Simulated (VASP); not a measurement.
# C (C2/m) in VASP: single point with PBEsol

Aim: the single point of C with PBEsol.

Program: VASP 6.6.1. These are calculated values, not measurements. Logs are shortened: lines on timing, memory, paths and dates and some standing lists are left out, and cuts for length are marked.

## Step 1: The cell of the first run

The typed cell holds 2 atoms: a = 2.459 Å, b = 2.459 Å, c = 3.875 Å, α = 108.40°, β = 108.40°, γ = 60.00°.

## Step 2: Single point, PBEsol

File INCAR:

```
PREC = Accurate
ENCUT = 520
EDIFF = 1E-6
ISMEAR = 1
SIGMA = 0.066
LREAL = F
LASPH = T
NELM = 100
ALGO = Normal
ISIF = 2
LWAVE = F
LCHARG = T
GGA = PS
LELF = T
LVHAR = T
NBANDS = 11
```

File KPOINTS:

```
regular mesh
0
Gamma
  21 21 12
```

File POSCAR:

```
C
1.0
    2.1294373680     -1.2294395002     -0.0095272602
    2.1294373680      1.2294395002     -0.0095272602
   -1.3961295639      0.0000000000      3.6148000095
C
2
Direct
    0.8333558953      0.8333558953      0.0000675370
    0.1666441047      0.1666441047      0.9999324630
```

Potentials or basis: VASP PAW PBE potentials, release 64 (C).

The run is started by

```console
> cat potpaw_PBE.64/C/POTCAR > POTCAR
> mpirun -np 1 vasp_std > vasp.out
```

OUTCAR:

```text
PREC = Accurate
   ENCUT = 520
   EDIFF = 1E-6
   ISMEAR = 1
   LREAL = F
   LASPH = T
   NELM = 100
   ISIF = 2
   GGA = PS

 ion  position               nearest neighbor table
   1  0.833  0.833  0.000-   2 1.42   2 1.42   2 1.42
   2  0.167  0.167  1.000-   1 1.42   1 1.42   1 1.42

  LATTYP: Found a base centered monoclinic cell.
 ALAT       =     4.2589173615
 B/A-ratio  =     0.5773483709
 C/A-ratio  =     0.9098656989
 COS(beta)  =    -0.3644574722

  Lattice vectors:

 A1 = (   2.1294373680,  -1.2294395002,  -0.0095272602)
 A2 = (   2.1294373680,   1.2294395002,  -0.0095272602)
 A3 = (  -1.3961295639,   0.0000000000,   3.6148000095)

Analysis of symmetry for initial positions (statically):
=====================================================================
 Subroutine PRICEL returns:
 Original cell was already a primitive cell.

 Routine SETGRP: Setting up the symmetry group for a
 base centered monoclinic supercell.

 Subroutine GETGRP returns: Found  4 space group operations
 (whereof  4 operations were pure point group operations)
 out of a pool of  4 trial point group operations.

The static configuration has the point symmetry C_2h.

Analysis of symmetry for dynamics (positions and initial velocities):
=====================================================================
 Subroutine PRICEL returns:
 Original cell was already a primitive cell.

 Routine SETGRP: Setting up the symmetry group for a
 base centered monoclinic supercell.

 Subroutine GETGRP returns: Found  4 space group operations
 (whereof  4 operations were pure point group operations)
 out of a pool of  4 trial point group operations.

The dynamic configuration has the point symmetry C_2h.

 Subroutine INISYM returns: Found  4 space group operations
 (whereof  4 operations are pure point group operations),
 and found     1 'primitive' translations

----------------------------------------------------------------------------------------

                                     Primitive cell

  volume of cell :      18.8945

  direct lattice vectors                    reciprocal lattice vectors
     2.129437368 -1.229439500 -0.009527260     0.235210251 -0.406689390  0.090844302
     2.129437368  1.229439500 -0.009527260     0.235210251  0.406689390  0.090844302
    -1.396129564  0.000000000  3.614800010     0.001239852  0.000000000  0.277119340

  length of vectors
     2.458885064  2.458885064  3.875042821     0.478511033  0.478511033  0.277122114

  position of ions in fractional coordinates (direct lattice)
     0.833355895  0.833355895  0.000067537
     0.166644105  0.166644105  0.999932463

  ion indices of the primitive-cell ions
   primitive index   ion index
                 1           1
                 2           2

----------------------------------------------------------------------------------------

 KPOINTS: regular mesh

Automatic generation of k-mesh.
 Grid dimensions read from file:
 generate k-points for:   21   21   12

 Generating k-lattice:

  Cartesian coordinates                     Fractional coordinates (reciprocal lattice)
     0.011200488 -0.019366161  0.004325919     0.047619048 -0.000000000  0.000000000
     0.011200488  0.019366161  0.004325919    -0.000000000  0.047619048  0.000000000
     0.000103321  0.000000000  0.023093278    -0.000000000 -0.000000000  0.083333333

  Length of vectors
     0.022786240  0.022786240  0.023093510

  Shift w.r.t. Gamma in fractional coordinates (k-lattice)
     0.000000000  0.000000000  0.000000000

 Subroutine IBZKPT returns following result:
 ===========================================

 Found   1397 irreducible k-points:

 Following reciprocal coordinates:
            Coordinates               Weight
  0.000000  0.000000  0.000000      1.000000
  0.047619  0.000000  0.000000      4.000000
  0.095238  0.000000  0.000000      4.000000
  0.142857  0.000000  0.000000      4.000000
  0.190476  0.000000  0.000000      4.000000
  0.238095  0.000000  0.000000      4.000000
[... 16 lines left out ...]
 -0.428571  0.047619 -0.000000      4.000000
 -0.380952  0.047619 -0.000000      4.000000
 [... further k-points ...]
   k-points           NKPTS =   1397   k-points in BZ     NKDIM =   1397   number of bands    NBANDS=     11
   number of dos      NEDOS =    301   number of ions     NIONS =      2
   total plane-waves  NPLWV =   9720
   dimension x,y,z NGX =    18 NGY =   18 NGZ =   30
   dimension x,y,z NGXF=    36 NGYF=   36 NGZF=   60
   ions per type =               2
   NGX,Y,Z   is equivalent  to a cutoff of  12.17, 12.17, 12.87 a.u.
   NGXF,Y,Z  is equivalent  to a cutoff of  24.34, 24.34, 25.74 a.u.
 SYSTEM =  unknown system
   PREC   = accura    normal or accurate (medium, high low for compatibility)
   ISTART =      0    job   : 0-new  1-cont  2-samecut
   ICHARG =      2    charge: 1-file 2-atom 10-const
   ISPIN  =      1    spin polarized calculation?
   LNONCOLLINEAR =      F non collinear calculations
   LSORBIT =      F    spin-orbit coupling
   LASPH  =      T    aspherical Exc in radial PAW
   ENCUT  =  520.0 eV  38.22 Ry    6.18 a.u.   4.57  4.57  7.21*2*pi/ulx,y,z
   NELM   =    100;   NELMIN=  2; NELMDL= -5     # of ELM steps
   EDIFF  = 0.1E-05   stopping-criterion for ELM
   LREAL  =      F    real-space projection
   EDIFFG = 0.1E-04   stopping-criterion for IOM
   NSW    =      0    number of steps for IOM
   IBRION =     -1    ionic relax: 0-MD 1-quasi-New 2-CG
   NFREE  =      0    steps in history (QN), initial steepest desc. (CG)
   ISIF   =      2    stress and relaxation
   ISYM   =      2    0-nonsym 1-usesym 2-fastsym
   POTIM  = 0.5000    time-step for ionic-motion
   TEBEG  =    0.0;   TEEND  =   0.0 temperature during run
   PSTRESS=    0.0 pullay stress
   NELECT =       8.0000    total number of electrons
   NUPDOWN=      -1.0000    fix difference up-down
   EMIN   =  10.00;   EMAX   =-10.00  energy-range for DOS
   EFERMI =   0.00;   METHOD = LEGACY
   ISMEAR =     1;   SIGMA  =   0.07  broadening in eV -4-tet -1-fermi 0-gaus
   EFERMI_NEDOS =   21; number of points for ismear=-14 and -15
   IALGO  =     38    algorithm
   IMIX   =      4    mixing-type and parameters
     AMIX     =   0.40;   BMIX     =  1.00
     AMIX_MAG =   1.60;   BMIX_MAG =  1.00
  volume/ion in A,a.u.               =       9.45        63.75
  Fermi-wavevector in a.u.,A,eV,Ry     =   1.229305  2.323050 20.561010  1.511192
  Thomas-Fermi vector in A             =   2.364198
   LORBIT       =      0    0 simple, 1 ext, 2 COOP (PROOUT), +10 PAW based schemes
   GGA     = PS    functional components
   LHFCALC =     F    Hartree Fock is set to
   AEXX    =    0.0000 exact exchange contribution
   IVDW    =     0    specifies the selected vdW correction
   LEPSILON=     F    determine dielectric tensor
   LRPA    =     F    only Hartree local field effects (RPA)
 non-spin polarized calculation
 Methfessel and Paxton  Order N= 1 SIGMA  =   0.07
  energy-cutoff  :      520.00
  volume of cell :       18.89
 maximum number of plane-waves:       529
   NGX =  9   NGY =  9   NGZ = 15

 number of electron       8.0000000 magnetization

 Free energy of the ion-electron system (eV)
  ---------------------------------------------------
  ext. energy  EPLUGINS =         0.00000000
  ---------------------------------------------------
  free energy    TOTEN  =       -19.29043980 eV

  energy without entropy =      -19.29045732  energy(sigma->0) =      -19.29044564

 E-fermi :   3.8697     XC(G=0): -10.0467

 val. band max:        3.8211174728   @ k =  -0.3333   0.3333   0.0000
 cond. band min:       4.2470809237   @ k =  -0.3333   0.3333   0.3333
 fundamental gap:      0.4259634509
 Fermi energy:         3.8696920411

 k-point     1 :       0.0000    0.0000    0.0000
  band No.  band energies     occupation
      1     -15.5911      2.00000
      2      -2.9507      2.00000
      3       1.0495      2.00000
      4       1.0496      2.00000
      5       7.5677      0.00000
      6      12.4011      0.00000
      7      12.4016      0.00000
      8      15.5414      0.00000
      9      16.9047      0.00000
     10      26.4743      0.00000
     11      26.9155      0.00000

 k-point     2 :       0.0476    0.0000    0.0000
  band No.  band energies     occupation
      1     -15.5365      2.00000
      2      -2.8918      2.00000
      3       0.8291      2.00000
      4       0.9320      2.00000
      5       7.6449      0.00000
      6      12.4333      0.00000
      7      12.6370      0.00000
      8      15.3476      0.00000
      9      16.9979      0.00000
     10      26.6563      0.00000
     11      26.7868      0.00000

 k-point     3 :       0.0952    0.0000    0.0000
  band No.  band energies     occupation
      1     -15.3728      2.00000
      2      -2.7156      2.00000
      3       0.2098      2.00000
      4       0.6105      2.00000
      5       7.8767      0.00000
      6      12.4867      0.00000
      7      13.3103      0.00000
      8      14.7917      0.00000
      9      17.2928      0.00000
     10      26.3017      0.00000
     11      27.1729      0.00000

 k-point     4 :       0.1429    0.0000    0.0000
  band No.  band energies     occupation
      1     -15.1007      2.00000
      2      -2.4232      2.00000
      3      -0.7096      2.00000
      4       0.1568      2.00000
      5       8.2622      0.00000
      6      12.4861      0.00000
      7      13.9386      0.00000
      8      14.3432      0.00000
      9      17.8012      0.00000
     10      25.4115      0.00000
     11      27.8738      0.00000

 k-point     5 :       0.1905    0.0000    0.0000
  band No.  band energies     occupation
      1     -14.7213      2.00000
      2      -2.0175      2.00000
      3      -1.8235      2.00000
      4      -0.3540      2.00000
      5       8.7990      0.00000
      6      12.3968      0.00000
      7      12.8716      0.00000
      8      15.6479      0.00000
      9      18.4776      0.00000
     10      24.3061      0.00000
     11      27.6871      0.00000
[... 211 lines left out ...]
 k-point    21 :       0.4762    0.0476    0.0000
  band No.  band energies     occupation
      1     -10.8257      2.00000
      2      -8.5153      2.00000
      3      -2.4891      2.00000
      4       1.6099      2.00000
      5       6.3250      0.00000
      6      11.8600      0.00000
      7      14.4981      0.00000
      8      16.7939      0.00000
      9      21.0489      0.00000
     10      23.5680      0.00000
     11      25.2106      0.00000

 k-point    22 :      -0.4762    0.0476   -0.0000
  band No.  band energies     occupation
      1     -10.1864      2.00000
      2      -9.2341      2.00000
      3      -2.5432      2.00000
      4       1.9408      2.00000
      5       5.9153      0.00000
      6      11.8350      0.00000
      7      15.3341      0.00000
      8      15.9216      0.00000
      9      20.9970      0.00000
     10      23.9458      0.00000
     11      25.1844      0.00000

 k-point    23 :      -0.4286    0.0476   -0.0000
  band No.  band energies     occupation
      1     -10.8388      2.00000
      2      -8.5032      2.00000
      3      -2.4895      2.00000
      4       1.6862      2.00000
      5       6.2608      0.00000
      6      11.8567      0.00000
      7      14.1285      0.00000
      8      17.0722      0.00000
      9      21.1439      0.00000
     10      23.5859      0.00000
     11      25.1956      0.00000

 k-point    24 :      -0.3810    0.0476   -0.0000
  band No.  band energies     occupation
      1     -11.7236      2.00000
      2      -7.3848      2.00000
      3      -2.3295      2.00000
      4       1.0427      2.00000
      5       7.1601      0.00000
      6      11.9128      0.00000
      7      12.9124      0.00000
      8      18.1940      0.00000
      9      21.3022      0.00000
     10      22.7659      0.00000
     11      25.1641      0.00000

 [... further k-points ...]

------------------------ aborting loop because EDIFF is reached ----------------------------------------

  FORCE on cell =-STRESS in cart. coord.  units (eV):
  Direction    XX          YY          ZZ          XY          YZ          ZX
  --------------------------------------------------------------------------------------
  -------------------------------------------------------------------------------------
  Total        0.1138640      0.1141980     -0.0066276      0.0000000      0.0000000     -0.0009670
  in kB        9.6552126      9.6835358     -0.5619975      0.0000000      0.0000000     -0.0819969
  external PRESSURE =       6.2589170 kB  Pullay stress =       0.0000000 kB

 VOLUME and BASIS-vectors are now :
 -----------------------------------------------------------------------------
  energy-cutoff  :      520.00
  volume of cell :       18.89
      direct lattice vectors                 reciprocal lattice vectors
     2.129437368 -1.229439500 -0.009527260     0.235210251 -0.406689390  0.090844302
     2.129437368  1.229439500 -0.009527260     0.235210251  0.406689390  0.090844302
    -1.396129564  0.000000000  3.614800010     0.001239852  0.000000000  0.277119340

 POSITION                                       TOTAL-FORCE (eV/Angst)
 -----------------------------------------------------------------------------------
      3.54906      0.00000     -0.01564         0.000251      0.000000     -0.000028
     -0.68632      0.00000      3.61138        -0.000251      0.000000      0.000028
 -----------------------------------------------------------------------------------
    total drift:                                0.000000      0.000000     -0.000000

  FREE ENERGIE OF THE ION-ELECTRON SYSTEM (eV)
  ---------------------------------------------------
  free  energy   TOTEN  =       -19.2904398024 eV

  energy  without entropy=      -19.2904573160  energy(sigma->0) =      -19.29044564
```

Wall time 2.9 min (1 thread of Intel Xeon Platinum 8488C (Sapphire Rapids), shared host); peak memory 0.32 GiB.

What came out:

* Free energy: -19.2904 eV
* Pressure: 0.6 GPa

Caveat: this functional lacks dispersion, which binds the layers, so the pressure and a relaxed spacing across them are unreliable; the PAW data sets were made with another functional, which shifts forces and pressure a little.
